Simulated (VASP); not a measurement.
# SiC (P6_3mc) in VASP: notebook, part 3 of 3

VASP 6.6.1. Earlier steps stand in the parts before.

## (5) Single point, r2SCAN

This run uses another cell than the first one, of 10.34 Å³/atom.

Contents of POSCAR:

```
SiC
1.0
    3.0754286136      0.0000000000      0.0000000000
   -1.5377143068      2.6633993069      0.0000000000
    0.0000000000      0.0000000000      5.0480404428
Si C
2 2
Direct
    0.3333333333      0.6666666667      0.0045956716
    0.6666666667      0.3333333333      0.5045956716
    0.3333333333      0.6666666667      0.3804043284
    0.6666666667      0.3333333333      0.8804043284
```

Contents of INCAR.step1:

```
SYSTEM = SiC
  PREC = Accurate
  ENCUT = 520
  ISMEAR = 0
  SIGMA = 0.02
  LREAL = .FALSE.
  LASPH = .TRUE.
  NELM = 60
  NBANDS = 16
  GGA = PE
  ALGO = Normal
  EDIFF = 1E-4
  LWAVE = .TRUE.
  LCHARG = .FALSE.
```

Contents of INCAR.step2:

```
SYSTEM = SiC
  PREC = Accurate
  ENCUT = 520
  EDIFF = 1E-7
  ISMEAR = 0
  SIGMA = 0.02
  LREAL = .FALSE.
  LASPH = .TRUE.
  NELM = 60
  ALGO = Normal
  ISIF = 2
  LWAVE = .FALSE.
  LCHARG = .FALSE.
  METAGGA = R2SCAN
  LMIXTAU = .TRUE.
  NBANDS = 16
  ISTART = 1
```

Contents of KPOINTS:

```
regular mesh
0
G
  9 9 6
  0 0 0
```

Potentials or basis: VASP PAW PBE potentials, release 64 (Si, C).

The run is started by

```sh
$ cat potpaw_PBE.64/Si/POTCAR potpaw_PBE.64/C/POTCAR > POTCAR
$ cp INCAR.step1 INCAR
$ mpirun -np 1 vasp_std > vasp.out
$ cp INCAR.step2 INCAR
$ mpirun -np 1 vasp_std > vasp.out
```

OUTCAR:

```text
SYSTEM = SiC
   PREC = Accurate
   ENCUT = 520
   EDIFF = 1E-7
   ISMEAR = 0
   LREAL = .FALSE.
   LASPH = .TRUE.
   NELM = 60
   ISIF = 2
   METAGGA = R2SCAN
   ISTART = 1

 ion  position               nearest neighbor table
   1  0.333  0.667  0.005-   4 1.88   4 1.88   4 1.88   3 1.90   2 3.09   2 3.09   2 3.09   2 3.09
                             2 3.09   2 3.09
   2  0.667  0.333  0.505-   3 1.88   3 1.88   3 1.88   4 1.90   1 3.09   1 3.09   1 3.09   1 3.09
                             1 3.09   1 3.09
   3  0.333  0.667  0.380-   2 1.88   2 1.88   2 1.88   1 1.90
   4  0.667  0.333  0.880-   1 1.88   1 1.88   1 1.88   2 1.90

  LATTYP: Found a hexagonal cell.
 ALAT       =     3.0754286136
 C/A-ratio  =     1.6414103779

  Lattice vectors:

 A1 = (   3.0754286136,   0.0000000000,   0.0000000000)
 A2 = (  -1.5377143068,   2.6633993069,   0.0000000000)
 A3 = (   0.0000000000,   0.0000000000,   5.0480404428)

Analysis of symmetry for initial positions (statically):
=====================================================================
 Subroutine PRICEL returns:
 Original cell was already a primitive cell.

 Routine SETGRP: Setting up the symmetry group for a
 hexagonal supercell.

 Subroutine GETGRP returns: Found 12 space group operations
 (whereof  6 operations were pure point group operations)
 out of a pool of 24 trial point group operations.

The static configuration has the point symmetry C_3v.
 The point group associated with its full space group is C_6v.

Analysis of symmetry for dynamics (positions and initial velocities):
=====================================================================
 Subroutine PRICEL returns:
 Original cell was already a primitive cell.

 Routine SETGRP: Setting up the symmetry group for a
 hexagonal supercell.

 Subroutine GETGRP returns: Found 12 space group operations
 (whereof  6 operations were pure point group operations)
 out of a pool of 24 trial point group operations.

The dynamic configuration has the point symmetry C_3v.
[... 127 lines left out ...]
  Thomas-Fermi vector in A             =   2.328988
   LORBIT       =      0    0 simple, 1 ext, 2 COOP (PROOUT), +10 PAW based schemes
   METAGGA = R2SCAN    functional components
   LHFCALC =     F    Hartree Fock is set to
   AEXX    =    0.0000 exact exchange contribution
   IVDW    =     0    specifies the selected vdW correction
   LEPSILON=     F    determine dielectric tensor
   LRPA    =     F    only Hartree local field effects (RPA)
 non-spin polarized calculation
 Gauss-broadening in eV      SIGMA  =   0.02
  energy-cutoff  :      520.00
  volume of cell :       41.35
 maximum number of plane-waves:      1124
 NGX is ok and might be reduce to    24
   NGX = 11   NGY = 11   NGZ = 19

 number of electron      15.9999999 magnetization

 Free energy of the ion-electron system (eV)
  ---------------------------------------------------
  ext. energy  EPLUGINS =         0.00000000
  ---------------------------------------------------
  free energy    TOTEN  =       -38.63757837 eV

  energy without entropy =      -38.63757837  energy(sigma->0) =      -38.63757837

 E-fermi :   8.2402     XC(G=0): -11.9289

 val. band max:        8.1453747384   @ k =   0.0000   0.0000   0.0000
 cond. band min:      10.8043666750   @ k =   0.3333   0.3333   0.0000
 fundamental gap:      2.6589919365
 Fermi energy:         8.2402196704

 k-point     1 :       0.0000    0.0000    0.0000
  band No.  band energies     occupation
      1      -8.2091      2.00000
      2      -4.5815      2.00000
      3      -0.8464      2.00000
      4       6.7596      2.00000
      5       6.7596      2.00000
      6       8.0324      2.00000
[... 433 lines left out ...]
      3       1.1460      2.00000
      4       1.1460      2.00000
      5       1.3174      2.00000
      6       3.8236      2.00000
[... 8 lines left out ...]
     15      21.1865      0.00000
     16      21.3049      0.00000

 [... further k-points ...]

------------------------ aborting loop because EDIFF is reached ----------------------------------------

  FORCE on cell =-STRESS in cart. coord.  units (eV):
  Direction    XX          YY          ZZ          XY          YZ          ZX
  --------------------------------------------------------------------------------------
  -------------------------------------------------------------------------------------
  Total       -0.0537523     -0.0537523     -0.0405055      0.0000000      0.0000000      0.0000000
  in kB       -2.0827764     -2.0827764     -1.5694938      0.0000000      0.0000000      0.0000000
  external PRESSURE =      -1.9116822 kB  Pullay stress =       0.0000000 kB

 VOLUME and BASIS-vectors are now :
 -----------------------------------------------------------------------------
  energy-cutoff  :      520.00
  volume of cell :       41.35
      direct lattice vectors                 reciprocal lattice vectors
     3.075428614  0.000000000  0.000000000     0.325157929  0.187730018  0.000000000
    -1.537714307  2.663399307  0.000000000     0.000000000  0.375460036  0.000000000
     0.000000000  0.000000000  5.048040443     0.000000000  0.000000000  0.198096670

 POSITION                                       TOTAL-FORCE (eV/Angst)
 -----------------------------------------------------------------------------------
     -0.00000      1.77560      0.02320         0.000000     -0.000000     -0.000392
      1.53771      0.88780      2.54722        -0.000000      0.000000     -0.000392
     -0.00000      1.77560      1.92030         0.000000      0.000000      0.000392
      1.53771      0.88780      4.44432        -0.000000      0.000000      0.000392
 -----------------------------------------------------------------------------------
    total drift:                               -0.000000     -0.000000     -0.000117

  FREE ENERGIE OF THE ION-ELECTRON SYSTEM (eV)
  ---------------------------------------------------
  free  energy   TOTEN  =       -38.6375783706 eV

  energy  without entropy=      -38.6375783706  energy(sigma->0) =      -38.63757837
```

OUTCAR.step1:

```text
SYSTEM = SiC
   PREC = Accurate
   ENCUT = 520
   ISMEAR = 0
   LREAL = .FALSE.
   LASPH = .TRUE.
   NELM = 60
[... 689 lines left out ...]
      1.53771      0.88780      2.54722         0.000000     -0.000000      0.001559
     -0.00000      1.77560      1.92030        -0.000000      0.000000     -0.001559
      1.53771      0.88780      4.44432         0.000000     -0.000000     -0.001559
 -----------------------------------------------------------------------------------
    total drift:                               -0.000000     -0.000000      0.000097

  FREE ENERGIE OF THE ION-ELECTRON SYSTEM (eV)
  ---------------------------------------------------
  free  energy   TOTEN  =       -30.1027355114 eV

  energy  without entropy=      -30.1027355114  energy(sigma->0) =      -30.10273551
```

Wall time 2.2 min (1 thread of Intel Xeon 8259CL, shared host); peak memory 0.18 GiB.

What came out:

```
Free energy            : -38.6376 eV
Pressure               : -0.2 GPa
Band gap on the k mesh : 2.66 eV (least direct gap 4.52 eV)
```

Levels at points of the mesh, in eV from the valence-band top:
| k point | band 5 | band 6 | band 7 | band 8 | band 9 | band 10 | band 11 | band 12 |
| --- | --- | --- | --- | --- | --- | --- | --- | --- |
| (0.00, 0.00, 0.00) | -1.39 | -0.11 | 0.00 | 0.00 | 5.38 | 6.78 | 7.19 | 7.19 |
| (0.00, 0.00, 0.50) | -0.75 | -0.75 | -0.75 | -0.75 | 6.50 | 6.50 | 7.89 | 7.89 |

Caveat: the PAW data sets were made with another functional, which shifts forces and pressure a little; an odd mesh through Γ misses points on the zone boundary, where band edges can lie.

## (6) Summary

| cell | gap on the mesh (eV) | pressure (GPa) |
| --- | --- | --- |
| a = 3.013, b = 3.013, c = 4.943 Å, angles 90.0, 90.0, 120.0°, 4 atoms | 2.57 | 15.6 |
| a = 3.045, b = 3.045, c = 4.996 Å, angles 90.0, 90.0, 120.0°, 4 atoms | 2.62 | 7.1 |
| a = 3.075, b = 3.075, c = 5.048 Å, angles 90.0, 90.0, 120.0°, 4 atoms | 2.66 | -0.2 |

Alike in all rows: task single point; level r2SCAN; potentials or basis VASP PAW PBE potentials, release 64 (Si, C); no spin polarisation; k mesh 9 × 9 × 6; cutoff (eV) 520; smearing gaussian 0.02 eV.

Caveats: the PAW data sets were made with another functional, which shifts forces and pressure a little; an odd mesh through Γ misses points on the zone boundary, where band edges can lie; the cell stands under pressure (at least some runs).

Total energies depend on the potentials used, so only differences within one code and one set of settings carry meaning.
